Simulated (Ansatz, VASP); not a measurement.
**GeIrPt6 in VASP and in Ansatz**

```xyz
8
Lattice="5.0564 0.0000 0.0000 0.0000 5.0564 0.0000 0.0000 0.0000 5.0564" Properties=species:S:1:pos:R:3 pbc="T T T"
Ge    2.5282    2.5282    2.5282
Ir    0.0000    0.0000    0.0000
Pt    0.0000    2.5282    3.7947
Pt    2.5282    1.2617    0.0000
Pt    3.7947    0.0000    2.5282
Pt    0.0000    2.5282    1.2617
Pt    2.5282    3.7947    0.0000
Pt    1.2617    0.0000    2.5282
```

Change from the starting cell: species swapped into the Nb6GaSn type (Pm-3, No. 200).

Alike in both runs: functional PBE; k mesh 3 × 3 × 3; occupations gaussian, width 0.2 eV; no spin polarisation.

Ansatz relaxed the structure, and its values are those at the end. VASP's run is a single point on that final structure, the one shown.

|  | VASP | Ansatz |
| --- | --- | --- |
| version | VASP 6.6.1 | Ansatz 0.2.0 |
| potentials or method | VASP PAW PBE potentials, release 64 (Ge_d, Ir, Pt), cutoff 500 eV | scalar-relativistic, plane waves, PAW |
| valence electrons in the cell | 83 | 139 |

VASP gave:

- gap on the k mesh at the Fermi level (eV): none
- pressure (GPa): -0.9
- rms of the force components (eV/Å): 0.018

Question: Estimate Ansatz's values.

Answer: gap on the k mesh at the Fermi level (eV): none; pressure (GPa): -0.6; rms of the force components (eV/Å): 0.018.

A gap of «none» marks a metal or a gap that the smearing closes. VASP's potentials hold 83 valence electrons a cell and Ansatz's 139, so a difference there can come from the potentials and not from the codes.

The k mesh is coarse, so the values compare programs but aren't converged. Spin-orbit coupling is off throughout.
